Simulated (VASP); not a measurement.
# BN (F-43m) in VASP: single point with r2SCAN

Aim: the single point of BN with r2SCAN.

All numbers are computed with VASP 6.6.1; they aren't measurements. Logs are shortened: lines on timing, memory, paths and dates and some standing lists are left out, and cuts for length are marked.

### Step 1. The cell of the first run

The structure is cubic, space group F-43m (No. 216). The conventional cell has a = 3.610 Å, b = 3.610 Å, c = 3.610 Å, α = 90.00°, β = 90.00°, γ = 90.00°. B (site symmetry -43m) has 4 N at 1.56 Å within 2.1 Å. Within 2.1 Å of N (site symmetry -43m) lie 4 B at 1.56 Å.

### Step 2. Single point, r2SCAN

POSCAR

```
BN
1.0
    0.0000000000     -1.8048137541     -1.8048137541
    0.0000000000      1.8048137541     -1.8048137541
    3.6096275082      0.0000000000      0.0000000000
B N
2 2
Direct
    0.5000000000      0.5000000000      0.5000000000
    0.0000000000      0.0000000000      0.0000000000
    1.0000000000      0.5000000000      0.2500000000
    0.5000000000      0.0000000000      0.7500000000
```

INCAR.step1

```
PREC = Accurate ; ENCUT = 520
ISMEAR = 0 ; SIGMA = 0.05
LREAL = False ; LASPH = True
NELM = 80 ; NBANDS = 16
GGA = PE ; ALGO = Normal
EDIFF = 1E-4 ; LWAVE = True
LCHARG = False
```

INCAR.step2

```
PREC = Accurate ; ENCUT = 520
EDIFF = 1E-7 ; ISMEAR = 0
SIGMA = 0.05 ; LREAL = False
LASPH = True ; NELM = 80
ALGO = Normal ; ISIF = 2
LWAVE = False ; LCHARG = True
METAGGA = R2SCAN ; LMIXTAU = True
LELF = True ; LVHAR = True
NBANDS = 16 ; ISTART = 1
```

KPOINTS

```
Automatic mesh
0
Gamma
  10 10 6
```

Potentials or basis: VASP PAW PBE potentials, release 64 (B, N).

Started as:

```
> cat potpaw_PBE.64/B/POTCAR potpaw_PBE.64/N/POTCAR > POTCAR
> cp INCAR.step1 INCAR
> mpirun -np 1 vasp_std > vasp.out
> cp INCAR.step2 INCAR
> mpirun -np 1 vasp_std > vasp.out
```

OUTCAR:

```text
PREC = Accurate
   ENCUT = 520
   EDIFF = 1E-7
   ISMEAR = 0
   LREAL = False
   LASPH = True
   NELM = 80
   ISIF = 2
   METAGGA = R2SCAN
   ISTART = 1

 ion  position               nearest neighbor table
   1  0.500  0.500  0.500-   3 1.56   4 1.56   4 1.56   3 1.56
   2  0.000  0.000  0.000-   3 1.56   4 1.56   3 1.56   4 1.56
   3  0.000  0.500  0.250-   1 1.56   2 1.56   2 1.56   1 1.56
   4  0.500  0.000  0.750-   1 1.56   2 1.56   1 1.56   2 1.56

  LATTYP: Found a simple tetragonal cell.
 ALAT       =     2.5523920886
 C/A-ratio  =     1.4142135624

  Lattice vectors:

 A1 = (   0.0000000000,  -1.8048137541,  -1.8048137541)
 A2 = (   0.0000000000,   1.8048137541,  -1.8048137541)
 A3 = (   3.6096275082,   0.0000000000,   0.0000000000)

Analysis of symmetry for initial positions (statically):
=====================================================================
 Subroutine PRICEL returns following result:

  LATTYP: Found a face centered cubic cell.
 ALAT       =     3.6096275082

  Lattice vectors:

 A1 = (  -1.8048137541,   0.0000000000,   1.8048137541)
 A2 = (  -1.8048137541,  -1.8048137541,   0.0000000000)
 A3 = (   0.0000000000,  -1.8048137541,   1.8048137541)

   2 primitive cells build up your supercell.

 Routine SETGRP: Setting up the symmetry group for a
 simple tetragonal supercell.

 Subroutine GETGRP returns: Found  8 space group operations
 (whereof  8 operations were pure point group operations)
 out of a pool of 16 trial point group operations.

The static configuration has the point symmetry D_2d.

Analysis of symmetry for dynamics (positions and initial velocities):
=====================================================================
 Subroutine PRICEL returns following result:

  LATTYP: Found a face centered cubic cell.
 ALAT       =     3.6096275082

  Lattice vectors:

 A1 = (  -1.8048137541,   0.0000000000,   1.8048137541)
 A2 = (  -1.8048137541,  -1.8048137541,   0.0000000000)
 A3 = (   0.0000000000,  -1.8048137541,   1.8048137541)

   2 primitive cells build up your supercell.

 Routine SETGRP: Setting up the symmetry group for a
 simple tetragonal supercell.

 Subroutine GETGRP returns: Found  8 space group operations
 (whereof  8 operations were pure point group operations)
 out of a pool of 16 trial point group operations.

The dynamic configuration has the point symmetry D_2d.

 Subroutine INISYM returns: Found  8 space group operations
 (whereof  8 operations are pure point group operations),
 and found     2 'primitive' translations

----------------------------------------------------------------------------------------

                                     Primitive cell

  volume of cell :      11.7578

  direct lattice vectors                    reciprocal lattice vectors
    -1.804813754  0.000000000  1.804813754    -0.277036896  0.277036896  0.277036896
    -1.804813754 -1.804813754  0.000000000    -0.277036896 -0.277036896 -0.277036896
     0.000000000 -1.804813754  1.804813754     0.277036896 -0.277036896  0.277036896

  length of vectors
     2.552392089  2.552392089  2.552392089     0.479841979  0.479841979  0.479841979

  position of ions in fractional coordinates (direct lattice)
     0.000000000  1.000000000  0.000000000
     0.750000000  0.750000000  0.750000000

  ion indices of the primitive-cell ions
   primitive index   ion index
                 1           1
                 2           3

----------------------------------------------------------------------------------------

 KPOINTS: Automatic mesh

Automatic generation of k-mesh.
 Grid dimensions read from file:
 generate k-points for:   10   10    6

 Generating k-lattice:

  Cartesian coordinates                     Fractional coordinates (reciprocal lattice)
     0.000000000 -0.027703690 -0.027703690     0.100000000  0.000000000  0.000000000
     0.000000000  0.027703690 -0.027703690     0.000000000  0.100000000  0.000000000
     0.046172816  0.000000000  0.000000000     0.000000000  0.000000000  0.166666667

  Length of vectors
     0.039178934  0.039178934  0.046172816

  Shift w.r.t. Gamma in fractional coordinates (k-lattice)
     0.000000000  0.000000000  0.000000000

 Subroutine IBZKPT returns following result:
 ===========================================

 Found     84 irreducible k-points:

 Following reciprocal coordinates:
            Coordinates               Weight
  0.000000  0.000000  0.000000      1.000000
  0.100000  0.000000  0.000000      4.000000
  0.200000  0.000000  0.000000      4.000000
  0.300000  0.000000  0.000000      4.000000
  0.400000  0.000000  0.000000      4.000000
  0.500000  0.000000  0.000000      2.000000
[... 16 lines left out ...]
  0.100000  0.000000  0.166667      8.000000
  0.200000  0.000000  0.166667      8.000000
 [... further k-points ...]
   k-points           NKPTS =     84   k-points in BZ     NKDIM =     84   number of bands    NBANDS=     16
   number of dos      NEDOS =    301   number of ions     NIONS =      4
   total plane-waves  NPLWV =  11200
   dimension x,y,z NGX =    20 NGY =   20 NGZ =   28
   dimension x,y,z NGXF=    40 NGYF=   40 NGZF=   56
   ions per type =               2   2
   NGX,Y,Z   is equivalent  to a cutoff of  13.03, 13.03, 12.90 a.u.
   NGXF,Y,Z  is equivalent  to a cutoff of  26.05, 26.05, 25.79 a.u.
 SYSTEM =  unknown system
   PREC   = accura    normal or accurate (medium, high low for compatibility)
   ISTART =      1    job   : 0-new  1-cont  2-samecut
   ICHARG =      0    charge: 1-file 2-atom 10-const
   ISPIN  =      1    spin polarized calculation?
   LNONCOLLINEAR =      F non collinear calculations
   LSORBIT =      F    spin-orbit coupling
   LASPH  =      T    aspherical Exc in radial PAW
   ENCUT  =  520.0 eV  38.22 Ry    6.18 a.u.   4.75  4.75  6.71*2*pi/ulx,y,z
   NELM   =     80;   NELMIN=  2; NELMDL=  0     # of ELM steps
   EDIFF  = 0.1E-06   stopping-criterion for ELM
   LREAL  =      F    real-space projection
   EDIFFG = 0.1E-05   stopping-criterion for IOM
   NSW    =      0    number of steps for IOM
   IBRION =     -1    ionic relax: 0-MD 1-quasi-New 2-CG
   NFREE  =      0    steps in history (QN), initial steepest desc. (CG)
   ISIF   =      2    stress and relaxation
   ISYM   =      2    0-nonsym 1-usesym 2-fastsym
   POTIM  = 0.5000    time-step for ionic-motion
   TEBEG  =    0.0;   TEEND  =   0.0 temperature during run
   PSTRESS=    0.0 pullay stress
   NELECT =      16.0000    total number of electrons
   NUPDOWN=      -1.0000    fix difference up-down
   EMIN   =  10.00;   EMAX   =-10.00  energy-range for DOS
   EFERMI =   0.00;   METHOD = LEGACY
   ISMEAR =     0;   SIGMA  =   0.05  broadening in eV -4-tet -1-fermi 0-gaus
   EFERMI_NEDOS =   21; number of points for ismear=-14 and -15
   IALGO  =     38    algorithm
   IMIX   =      4    mixing-type and parameters
     AMIX     =   0.40;   BMIX     =  1.00
     AMIX_MAG =   1.60;   BMIX_MAG =  1.00
  volume/ion in A,a.u.               =       5.88        39.67
  Fermi-wavevector in a.u.,A,eV,Ry     =   1.439889  2.720996 28.208703  2.073281
  Thomas-Fermi vector in A             =   2.558695
   LORBIT       =      0    0 simple, 1 ext, 2 COOP (PROOUT), +10 PAW based schemes
   METAGGA = R2SCAN    functional components
   LHFCALC =     F    Hartree Fock is set to
   AEXX    =    0.0000 exact exchange contribution
   IVDW    =     0    specifies the selected vdW correction
   LEPSILON=     F    determine dielectric tensor
   LRPA    =     F    only Hartree local field effects (RPA)
 non-spin polarized calculation
 Gauss-broadening in eV      SIGMA  =   0.05
  energy-cutoff  :      520.00
  volume of cell :       23.52
 maximum number of plane-waves:       664
 NGX is ok and might be reduce to    20
   NGX =  9   NGY =  9   NGZ = 13

 number of electron      16.0000002 magnetization

 Free energy of the ion-electron system (eV)
  ---------------------------------------------------
  ext. energy  EPLUGINS =         0.00000000
  ---------------------------------------------------
  free energy    TOTEN  =       -38.34313609 eV

  energy without entropy =      -38.34313609  energy(sigma->0) =      -38.34313609

 E-fermi :   7.5027     XC(G=0): -13.6700

 val. band max:        7.2974682298   @ k =   0.0000   0.0000   0.0000
 cond. band min:      12.2790025021   @ k =   0.0000   0.0000   0.0000
 fundamental gap:      4.9815342723
 Fermi energy:         7.5026991697

 k-point     1 :       0.0000    0.0000    0.0000
  band No.  band energies     occupation
      1     -14.0456      2.00000
      2      -8.3024      2.00000
      3      -2.0516      2.00000
      4       2.1771      2.00000
      5       2.1771      2.00000
      6       7.2975      2.00000
[... 8 lines left out ...]
     15      26.6275      0.00000
     16      26.6275      0.00000

 k-point     2 :       0.1000    0.0000    0.0000
  band No.  band energies     occupation
      1     -13.8769      2.00000
      2      -8.2542      2.00000
      3      -1.9092      2.00000
      4       1.4384      2.00000
      5       2.3210      2.00000
      6       6.5043      2.00000
[... 8 lines left out ...]
     15      26.1992      0.00000
     16      26.3553      0.00000

 k-point     3 :       0.2000    0.0000    0.0000
  band No.  band energies     occupation
      1     -13.3771      2.00000
      2      -8.1927      2.00000
      3      -1.4950      2.00000
      4      -0.0310      2.00000
      5       2.7402      2.00000
      6       4.7167      2.00000
[... 8 lines left out ...]
     15      25.0586      0.00000
     16      25.6752      0.00000
[... 362 lines left out ...]
 k-point    23 :       0.1000    0.0000    0.1667
  band No.  band energies     occupation
      1     -13.6444      2.00000
      2      -8.9910      2.00000
      3      -1.0995      2.00000
      4       1.7894      2.00000
      5       2.5487      2.00000
      6       5.3918      2.00000
[... 8 lines left out ...]
     15      25.4476      0.00000
     16      25.4677      0.00000

 k-point    24 :       0.2000    0.0000    0.1667
  band No.  band energies     occupation
      1     -13.1500      2.00000
      2      -8.7974      2.00000
      3      -1.4082      2.00000
      4       0.9181      2.00000
      5       2.9522      2.00000
      6       3.4655      2.00000
[... 8 lines left out ...]
     15      24.3102      0.00000
     16      24.4941      0.00000

 [... further k-points ...]

------------------------ aborting loop because EDIFF is reached ----------------------------------------

  FORCE on cell =-STRESS in cart. coord.  units (eV):
  Direction    XX          YY          ZZ          XY          YZ          ZX
  --------------------------------------------------------------------------------------
  -------------------------------------------------------------------------------------
  Total        0.1680127      0.1681788      0.1681788      0.0000000      0.0000000      0.0000000
  in kB       11.4470992     11.4584167     11.4584167      0.0000000      0.0000000      0.0000000
  external PRESSURE =      11.4546442 kB  Pullay stress =       0.0000000 kB

 VOLUME and BASIS-vectors are now :
 -----------------------------------------------------------------------------
  energy-cutoff  :      520.00
  volume of cell :       23.52
      direct lattice vectors                 reciprocal lattice vectors
     0.000000000 -1.804813754 -1.804813754     0.000000000 -0.277036896 -0.277036896
     0.000000000  1.804813754 -1.804813754     0.000000000  0.277036896 -0.277036896
     3.609627508  0.000000000  0.000000000     0.277036896  0.000000000  0.000000000

 POSITION                                       TOTAL-FORCE (eV/Angst)
 -----------------------------------------------------------------------------------
      1.80481      0.00000     -1.80481         0.000000      0.000000      0.000000
      0.00000      0.00000      0.00000         0.000000     -0.000000     -0.000000
      0.90241      0.90241     -0.90241        -0.000000      0.000000      0.000000
      2.70722     -0.90241     -0.90241         0.000000     -0.000000     -0.000000
 -----------------------------------------------------------------------------------
    total drift:                               -0.000000      0.000000     -0.000000

  FREE ENERGIE OF THE ION-ELECTRON SYSTEM (eV)
  ---------------------------------------------------
  free  energy   TOTEN  =       -38.3431360896 eV

  energy  without entropy=      -38.3431360896  energy(sigma->0) =      -38.34313609
```

It took 61 s on 1 thread of Intel Xeon 6975P-C (Granite Rapids), shared host; peak memory 0.14 GiB.

Results:

* Free energy: -38.3431 eV
* Pressure: 1.1 GPa
* Band gap on the k mesh: 4.98 eV

Caveat: the PAW data sets were made with another functional, which shifts forces and pressure a little. A k mesh can miss the band edges.
